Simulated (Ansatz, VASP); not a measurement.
# Two plane-wave programs on Si

The input INCAR:

```
SYSTEM = Si
  PREC = Accurate
  ENCUT = 520
  EDIFF = 1E-6
  ISMEAR = 0
  SIGMA = 0.05
  LREAL = .FALSE.
  LASPH = .TRUE.
  NELM = 80
  ALGO = Normal
  ISIF = 2
  LWAVE = .FALSE.
  LCHARG = .FALSE.
  GGA = PE
  NBANDS = 11
```

Contents of KPOINTS:

```
Automatic mesh
0
G
  10 10 10
  0 0 0
```

The input POSCAR:

```
Si
1.0
    0.0000000000      2.8058739150      2.9099718373
    2.8058739150      0.0000000000      2.9099718373
    2.8058739150      2.8058739150      0.0000000000
Si
2
Direct
    0.5000000000      0.5000000000      0.5000000000
    0.7500000000      0.7500000000      0.7500000000
```

Input for Ansatz:

```yaml
crystal:
  lattice:
    - [0.0, 2.805873915, 2.9099718373]
    - [2.805873915, 0.0, 2.9099718373]
    - [2.805873915, 2.805873915, 0.0]
  atoms:
    - { symbol: Si, position: [0.5, 0.5, 0.5] }
    - { symbol: Si, position: [0.75, 0.75, 0.75] }
basis:
  ecutwfc: 420
kpoints:
  mp_grid: { grid: [10, 10, 10] }
hamiltonian:
  xc: pbe
scf:
  occupations: { method: gaussian, width: 0.05 }
output:
  forces: true
  stress: true
  eigenvalues: true
```

Alike in both runs: task single point; functional PBE; k mesh 10 × 10 × 10; occupations gaussian, width 0.05 eV; no spin polarisation.

|  | VASP | Ansatz |
| --- | --- | --- |
| version | VASP 6.6.1 | Ansatz 0.2.0 |
| potentials or method | VASP PAW PBE potentials, release 64 (Si), cutoff 520 eV | scalar-relativistic, plane waves, PAW |
| valence electrons in the cell | 8 | 8 |

VASP gave:

* gap on the k mesh at the Fermi level (eV): 0.61
* least direct gap on the mesh (eV): 1.79
* pressure (GPa): -7.9
* traceless stress, the component that is largest in VASP (GPa): -2.35

Task: Estimate Ansatz's values.

Result: gap on the k mesh at the Fermi level (eV): 0.60; least direct gap on the mesh (eV): 1.79; pressure (GPa): -7.8; traceless stress, the component that is largest in VASP (GPa): -2.35.
